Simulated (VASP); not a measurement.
# Fe (Fm-3m) in VASP: a series of runs

The runs below take Fe through single point, with PBE.

Everything below comes from runs of VASP 6.6.1. Logs are shortened: lines on timing, memory, paths and dates and some standing lists are left out, and cuts for length are marked.

### 1 The cell of the first run

Symmetry: Fm-3m, No. 225, cubic system. Conventional cell: a = 3.509 Å, b = 3.509 Å, c = 3.509 Å, α = 90.00°, β = 90.00°, γ = 90.00°. Fe (site symmetry m-3m) has 12 Fe at 2.48 Å within 3.3 Å.

### 2 Single point, PBE, collinear spin, antiferromagnetic start

INCAR reads:

```
  PREC = Accurate
  ENCUT = 520
  EDIFF = 1E-7
  ISMEAR = -1
  SIGMA = 0.1
  LREAL = False
  LASPH = True
  NELM = 150
  ALGO = Normal
  ISIF = 2
  LWAVE = False
  LCHARG = False
  ISPIN = 2
  MAGMOM = 4 -4
  LORBIT = 11
  LMAXMIX = 4
  GGA = PE
  NBANDS = 19
```

KPOINTS reads:

```
Automatic mesh
0
Gamma
  12 12 6
```

POSCAR reads:

```
Fe
1.0
    0.0000000000      1.7545000000      1.7545000000
    1.7545000000      0.0000000000      1.7545000000
    3.5090000000      3.5090000000      0.0000000000
Fe
2
Direct
    0.0000000000      0.0000000000      0.0000000000
    0.0000000000      0.0000000000      0.5000000000
```

Potentials or basis: VASP PAW PBE potentials, release 64 (Fe).

The run is started by

```bash
> cat potpaw_PBE.64/Fe/POTCAR > POTCAR
> mpirun -np 1 vasp_std > vasp.out
```

OUTCAR:

```text
PREC = Accurate
   ENCUT = 520
   EDIFF = 1E-7
   ISMEAR = -1
   LREAL = False
   LASPH = True
   NELM = 150
   ISIF = 2
   ISPIN = 2
   LORBIT = 11
   GGA = PE

 ion  position               nearest neighbor table
   1  0.000  0.000  0.000-   2 2.48   2 2.48   2 2.48   2 2.48   2 2.48   2 2.48
   2  0.000  0.000  0.500-   1 2.48   1 2.48   1 2.48   1 2.48   1 2.48   1 2.48

  LATTYP: Found a trigonal (rhomboedric) cell.
 ALAT       =     4.2976297537
 COS(alpha) =     0.8333333333

  Lattice vectors:

 A1 = (   3.5090000000,   1.7545000000,  -1.7545000000)
 A2 = (   1.7545000000,   1.7545000000,  -3.5090000000)
 A3 = (   1.7545000000,   3.5090000000,  -1.7545000000)

Analysis of symmetry for initial positions (statically):
=====================================================================
 Subroutine PRICEL returns following result:

  LATTYP: Found a face centered cubic cell.
 ALAT       =     3.5090000000
[... 12 lines left out ...]
 Subroutine GETGRP returns: Found 12 space group operations
 (whereof 12 operations were pure point group operations)
 out of a pool of 12 trial point group operations.

The static configuration has the point symmetry D_3d.

Analysis of symmetry for dynamics (positions and initial velocities):
=====================================================================
 Subroutine PRICEL returns following result:

  LATTYP: Found a face centered cubic cell.
 ALAT       =     3.5090000000
[... 12 lines left out ...]
 Subroutine GETGRP returns: Found 12 space group operations
 (whereof 12 operations were pure point group operations)
 out of a pool of 12 trial point group operations.

The dynamic configuration has the point symmetry D_3d.

Analysis of structural, dynamic, and magnetic symmetry:
=====================================================================
 Subroutine PRICEL returns following result:

  LATTYP: Found a face centered cubic cell.
 ALAT       =     3.5090000000
[... 12 lines left out ...]
 Subroutine GETGRP returns: Found 12 space group operations
 (whereof 12 operations were pure point group operations)
 out of a pool of 12 trial point group operations.

The overall configuration has the point symmetry D_3d.

 Subroutine INISYM returns: Found 12 space group operations
 (whereof 12 operations are pure point group operations),
 and found     2 'primitive' translations

----------------------------------------------------------------------------------------

                                     Primitive cell

  volume of cell :      10.8017

  direct lattice vectors                    reciprocal lattice vectors
     0.000000000  1.754500000  1.754500000    -0.284981476  0.284981476  0.284981476
     1.754500000  0.000000000  1.754500000     0.284981476 -0.284981476  0.284981476
     1.754500000  1.754500000  0.000000000     0.284981476  0.284981476 -0.284981476

  length of vectors
     2.481237695  2.481237695  2.481237695     0.493602396  0.493602396  0.493602396

  position of ions in fractional coordinates (direct lattice)
     0.000000000  0.000000000  0.000000000

  ion indices of the primitive-cell ions
   primitive index   ion index
                 1           1

----------------------------------------------------------------------------------------

 KPOINTS: Automatic mesh

Automatic generation of k-mesh.
 Grid dimensions read from file:
 generate k-points for:   12   12    6

 Generating k-lattice:

  Cartesian coordinates                     Fractional coordinates (reciprocal lattice)
    -0.023748456  0.023748456  0.023748456     0.083333333  0.000000000  0.000000000
     0.023748456 -0.023748456  0.023748456     0.000000000  0.083333333  0.000000000
     0.023748456  0.023748456 -0.023748456     0.000000000  0.000000000  0.166666667

  Length of vectors
     0.041133533  0.041133533  0.041133533

  Shift w.r.t. Gamma in fractional coordinates (k-lattice)
     0.000000000  0.000000000  0.000000000

 -----------------------------------------------------------------------------
|                                                                             |
|           W    W    AA    RRRRR   N    N  II  N    N   GGGG   !!!           |
|           W    W   A  A   R    R  NN   N  II  NN   N  G    G  !!!           |
|           W    W  A    A  R    R  N N  N  II  N N  N  G       !!!           |
|           W WW W  AAAAAA  RRRRR   N  N N  II  N  N N  G  GGG   !            |
[... 12 lines left out ...]

 Subroutine IBZKPT returns following result:
 ===========================================

 Found     98 irreducible k-points:

 Following reciprocal coordinates:
            Coordinates               Weight
  0.000000  0.000000  0.000000      1.000000
  0.083333  0.000000  0.000000      6.000000
  0.166667  0.000000  0.000000      6.000000
  0.250000  0.000000  0.000000      6.000000
  0.333333  0.000000  0.000000      6.000000
  0.416667  0.000000  0.000000      6.000000
[... 16 lines left out ...]
  0.500000  0.166667  0.000000     12.000000
 -0.416667  0.166667  0.000000     12.000000
 [... further k-points ...]
   k-points           NKPTS =     98   k-points in BZ     NKDIM =     98   number of bands    NBANDS=     19
   number of dos      NEDOS =    301   number of ions     NIONS =      2
   total plane-waves  NPLWV =  12960
   dimension x,y,z NGX =    18 NGY =   18 NGZ =   40
   dimension x,y,z NGXF=    36 NGYF=   36 NGZF=   80
   ions per type =               2
   NGX,Y,Z   is equivalent  to a cutoff of  12.06, 12.06, 13.40 a.u.
   NGXF,Y,Z  is equivalent  to a cutoff of  24.12, 24.12, 26.80 a.u.
 SYSTEM =  unknown system
   PREC   = accura    normal or accurate (medium, high low for compatibility)
   ISTART =      0    job   : 0-new  1-cont  2-samecut
   ICHARG =      2    charge: 1-file 2-atom 10-const
   ISPIN  =      2    spin polarized calculation?
   LNONCOLLINEAR =      F non collinear calculations
   LSORBIT =      F    spin-orbit coupling
   LASPH  =      T    aspherical Exc in radial PAW
   ENCUT  =  520.0 eV  38.22 Ry    6.18 a.u.   4.61  4.61  9.23*2*pi/ulx,y,z
   NELM   =    150;   NELMIN=  2; NELMDL= -5     # of ELM steps
   EDIFF  = 0.1E-06   stopping-criterion for ELM
   LREAL  =      F    real-space projection
   EDIFFG = 0.1E-05   stopping-criterion for IOM
   NSW    =      0    number of steps for IOM
   IBRION =     -1    ionic relax: 0-MD 1-quasi-New 2-CG
   NFREE  =      0    steps in history (QN), initial steepest desc. (CG)
   ISIF   =      2    stress and relaxation
   ISYM   =      2    0-nonsym 1-usesym 2-fastsym
   POTIM  = 0.5000    time-step for ionic-motion
   TEBEG  =    0.0;   TEEND  =   0.0 temperature during run
   PSTRESS=    0.0 pullay stress
   NELECT =      16.0000    total number of electrons
   NUPDOWN=      -1.0000    fix difference up-down
   EMIN   =  10.00;   EMAX   =-10.00  energy-range for DOS
   EFERMI =   0.00;   METHOD = LEGACY
   ISMEAR =    -1;   SIGMA  =   0.10  broadening in eV -4-tet -1-fermi 0-gaus
   EFERMI_NEDOS =   21; number of points for ismear=-14 and -15
   IALGO  =     38    algorithm
   IMIX   =      4    mixing-type and parameters
     AMIX     =   0.40;   BMIX     =  1.00
     AMIX_MAG =   1.60;   BMIX_MAG =  1.00
  volume/ion in A,a.u.               =      10.80        72.89
  Fermi-wavevector in a.u.,A,eV,Ry     =   1.481181  2.799026 29.849782  2.193897
  Thomas-Fermi vector in A             =   2.595123
   LORBIT       =     11    0 simple, 1 ext, 2 COOP (PROOUT), +10 PAW based schemes
   GGA     = PE    functional components
   LHFCALC =     F    Hartree Fock is set to
   AEXX    =    0.0000 exact exchange contribution
   IVDW    =     0    specifies the selected vdW correction
   LEPSILON=     F    determine dielectric tensor
   LRPA    =     F    only Hartree local field effects (RPA)
 spin polarized calculation
  energy-cutoff  :      520.00
  volume of cell :       21.60
 maximum number of plane-waves:       598
   NGX =  9   NGY =  9   NGZ = 19

 number of electron      15.9999992 magnetization       0.0000000

 number of electron      15.9999992 magnetization      -0.0000000

 Free energy of the ion-electron system (eV)
  ---------------------------------------------------
  ext. energy  EPLUGINS =         0.00000000
  ---------------------------------------------------
  free energy    TOTEN  =       -16.21736258 eV

  energy without entropy =      -16.10668453  energy(sigma->0) =      -16.16202355

 E-fermi :   6.3726     XC(G=0): -13.4403

 val. band max:        6.3460955364   @ k =   0.5000   0.2500   0.1667
 cond. band min:       6.3789276654   @ k =  -0.4167   0.0833   0.0000
 fundamental gap:      0.0328321291
 Fermi energy:         6.3726065497

 spin component 1

 k-point     1 :       0.0000    0.0000    0.0000
  band No.  band energies     occupation
      1      -2.3070      1.00000
      2       1.6574      1.00000
      3       4.3739      1.00000
      4       4.3739      1.00000
      5       4.7662      1.00000
      6       4.8578      1.00000
[... 517 lines left out ...]
     18      28.9728      0.00000
     19      29.5198      0.00000

 [... further k-points ...]

 spin component 2

 k-point     1 :       0.0000    0.0000    0.0000
  band No.  band energies     occupation
      1      -2.3070      1.00000
      2       1.6574      1.00000
      3       4.3739      1.00000
      4       4.3739      1.00000
      5       4.7662      1.00000
      6       4.8578      1.00000
[... 517 lines left out ...]
     18      28.9728      0.00000
     19      29.5198      0.00000

 [... further k-points ...]
[... 5 lines left out ...]
  --------------------------------------------------------------------------------------
  -------------------------------------------------------------------------------------
  Total       -0.6572387     -0.6572387     -0.6572387      0.3704227     -0.3704227     -0.3704227
  in kB      -48.7431529    -48.7431529    -48.7431529     27.4718587    -27.4718587    -27.4718587
  external PRESSURE =     -48.7431529 kB  Pullay stress =       0.0000000 kB

 VOLUME and BASIS-vectors are now :
 -----------------------------------------------------------------------------
  energy-cutoff  :      520.00
  volume of cell :       21.60
      direct lattice vectors                 reciprocal lattice vectors
     0.000000000  1.754500000  1.754500000    -0.284981476  0.284981476  0.284981476
     1.754500000  0.000000000  1.754500000     0.284981476 -0.284981476  0.284981476
     3.509000000  3.509000000  0.000000000     0.142490738  0.142490738 -0.142490738

 POSITION                                       TOTAL-FORCE (eV/Angst)
 -----------------------------------------------------------------------------------
      0.00000      0.00000      0.00000         0.000000      0.000000      0.000000
      1.75450      1.75450      0.00000        -0.000000     -0.000000     -0.000000
 -----------------------------------------------------------------------------------
    total drift:                               -0.000000     -0.000000      0.000000

  FREE ENERGIE OF THE ION-ELECTRON SYSTEM (eV)
  ---------------------------------------------------
  free  energy   TOTEN  =       -16.2173625759 eV

  energy  without entropy=      -16.1066845259  energy(sigma->0) =      -16.16202355

 total charge

# of ion       s       p       d       tot
------------------------------------------
    1        0.513   0.585   6.272   7.370
    2        0.513   0.585   6.272   7.370
--------------------------------------------------
tot          1.027   1.170  12.543  14.740

 magnetization (x)

# of ion       s       p       d       tot
------------------------------------------
    1        0.004   0.013   1.214   1.231
    2       -0.004  -0.013  -1.214  -1.231
--------------------------------------------------
tot          0.000   0.000   0.000   0.000
```

Run time: 67 s. Hardware: 1 thread of AMD EPYC 9R14 (Zen 4), shared host; peak memory 0.15 GiB.

What came out:

```yaml
Free_energy: -16.2174 eV
Pressure: -4.9 GPa
Band_gap_on_the_k_mesh: zero (filled and empty bands overlap)
Net_moment: 0.00 μB per cell
Site_moments: Fe +1.23, -1.23 μB
Valence_electrons_inside_the_program's_atomic_spheres: Fe 7.37
```

Stress tensor (GPa, compression positive):
```
-4.87  2.75 -2.75
 2.75 -4.87 -2.75
-2.75 -2.75 -4.87
```

Levels at points of the mesh, in eV from the Fermi level:
Spin up:
```tsv
k point	band 6	band 7	band 8	band 9	band 10	band 11
(0.00, 0.00, 0.00)	-1.51	-1.51	-0.16	-0.16	0.03	1.14
(0.50, 0.00, 0.00)	0.06	0.32	0.75	1.10	1.19	1.59
(0.00, 0.00, 0.50)	-1.74	-0.80	-0.80	-0.76	-0.76	0.71
(0.50, 0.00, 0.50)	-1.26	-1.26	0.18	0.34	1.57	3.34
```
Spin down:
```csv
k point,band 6,band 7,band 8,band 9,band 10,band 11
"(0.00, 0.00, 0.00)",-1.51,-1.51,-0.16,-0.16,0.03,1.14
"(0.50, 0.00, 0.00)",0.06,0.32,0.75,1.10,1.19,1.59
"(0.00, 0.00, 0.50)",-1.74,-0.80,-0.80,-0.76,-0.76,0.71
"(0.50, 0.00, 0.50)",-1.26,-1.26,0.18,0.34,1.57,3.34
```

Caveat: the moment fell far below its start of 4 μB, so a state of higher moment may lie lower in energy.

(Part 1 of 2 ends here.)
